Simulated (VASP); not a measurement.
Tc:

```xyz
1
Lattice="0.0000 1.9500 1.9500 1.9500 0.0000 1.9500 1.9500 1.9500 0.0000" Properties=species:S:1:pos:R:3 pbc="T T T"
Tc    0.0000    0.0000    0.0000
```

This isn't the form of Tc at room conditions, which is hcp.

| Quantity | Value |
| --- | --- |
| Program | VASP 6.6.1 |
| Task | relaxation of cell and atoms |
| Functional | revPBE |
| Dispersion | D3(BJ) |
| Potentials or basis | VASP PAW PBE potentials, release 64 (Tc_pv) |
| Cutoff | 600 eV |
| k mesh | 13 × 13 × 13 |
| Occupations | methfessel-paxton, width 0.2 eV |
| Spin | no spin polarisation |

At the start: pressure -16.9 GPa; volume 14.83 Å³/atom.

Where does the relaxation end?

Over 5 steps the energy falls by 48.2 meV/atom and the volume is 13.96 Å³/atom (-5.9 %); space group Fm-3m (No. 225, to 0.1 Å) before and after.

Step by step:
```
step  energy change (eV)  largest force (eV/Å)  pressure (GPa)  volume (Å³)
   1              0.0000                0.0000          -16.87        14.83
   2              0.4467                0.0000           82.77        11.72
   3             -0.0480                0.0000           -1.35        14.03
   4             -0.0482                0.0000           -0.29        13.98
   5             -0.0482                0.0000            0.07        13.96
```

Final structure:
```yaml
crystal:
  lattice:
    - [0.00000, 1.91120, 1.91120]
    - [1.91120, 0.00000, 1.91120]
    - [1.91120, 1.91120, 0.00000]
  atoms:
    - { symbol: Tc, position: [0.00000, 0.00000, 0.00000] }
```

Caveat: the dispersion term is far too large for a dense solid, which distorts pressure and volume; the PAW data sets were made with another functional, which shifts forces and pressure a little.
